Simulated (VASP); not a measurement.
**Hf: single point with r2SCAN**

The system is Hf.

```
Hf
1.0
     0.00000    2.23948    2.23948
     2.23948    0.00000    2.23948
     2.23948    2.23948    0.00000
Hf
1
Direct
  0.00000 0.00000 0.00000
```

- Program: VASP 6.6.1
- Task: single point
- Functional: r2SCAN
- Potentials or basis: VASP PAW PBE potentials, release 64 (Hf_pv)
- Cutoff: 520 eV
- k mesh: 20 × 20 × 20
- Occupations: fermi-dirac, width 0.1 eV
- Spin: no spin polarisation

| Quantity | Value |
| --- | --- |
| Pressure | -0.5 GPa |
| Band gap on the k mesh | zero (band 5 reaches 6.18 eV, above the bottom of band 6 at 4.14 eV) |

Levels at points of the mesh, in eV from the Fermi level:
| k point | band 3 | band 4 | band 5 | band 6 | band 7 | band 8 |
| --- | --- | --- | --- | --- | --- | --- |
| (0.00, 0.00, 0.00) | -31.13 | -7.55 | 1.60 | 1.60 | 1.60 | 4.58 |
| (0.50, 0.00, 0.00) | -31.24 | -3.73 | 0.35 | 1.40 | 1.40 | 6.65 |
| (0.50, 0.50, 0.00) | -31.43 | -3.31 | -2.16 | 2.41 | 6.73 | 7.23 |

It took 62 s on 1 thread of Intel(R) Xeon(R) 6975P-C (Granite Rapids), on a shared host, peak memory 0.19 GiB.

Caveat: the PAW data sets were made with another functional, which shifts forces and pressure a little; spin-orbit coupling is left out, which moves the levels of the heavy elements.
